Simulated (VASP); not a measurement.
Here is a VASP 6.6.1 calculation.

The input INCAR:

```
  ALGO = Normal
  EDIFF = 1E-7
  ENCUT = 520
  GGA = PE
  ISIF = 2
  ISMEAR = 0
  ISPIN = 2
  LASPH = T
  LCHARG = T
  LELF = T
  LMAXMIX = 4
  LORBIT = 11
  LREAL = F
  LVHAR = T
  LWAVE = F
  MAGMOM = 0 0 1 1
  NBANDS = 24
  NELM = 150
  PREC = Accurate
  SIGMA = 0.1
```

File KPOINTS:

```
k-points
0
Gamma
  6 6 4
```

File POSCAR:

```
ScAlN2
1.0
    3.6042855885      0.0000000000      0.0000000000
   -1.8021427943      3.1214028822      0.0000000000
    0.0000000000      0.0000000000      5.5760190188
Sc Al N
1 1 2
Direct
    0.0000000000      0.0000000000      0.0000000000
    0.0000000000      0.0000000000      0.5000000000
    0.3333333333      0.6666666667      0.5000000000
    0.6666666667      0.3333333333      0.5000000000
```

Potentials or basis: VASP PAW PBE potentials, release 64 (Sc_sv, Al, N).

The run is started by

```bash
$ cat potpaw_PBE.64/Sc_sv/POTCAR potpaw_PBE.64/Al/POTCAR potpaw_PBE.64/N/POTCAR > POTCAR
$ mpirun -np 1 vasp_std > vasp.out
```

Q: Predict the band gap on the k mesh.

A: Zero (filled and empty bands overlap).

Q: Predict the net moment.

A: 0.00 μB per cell.
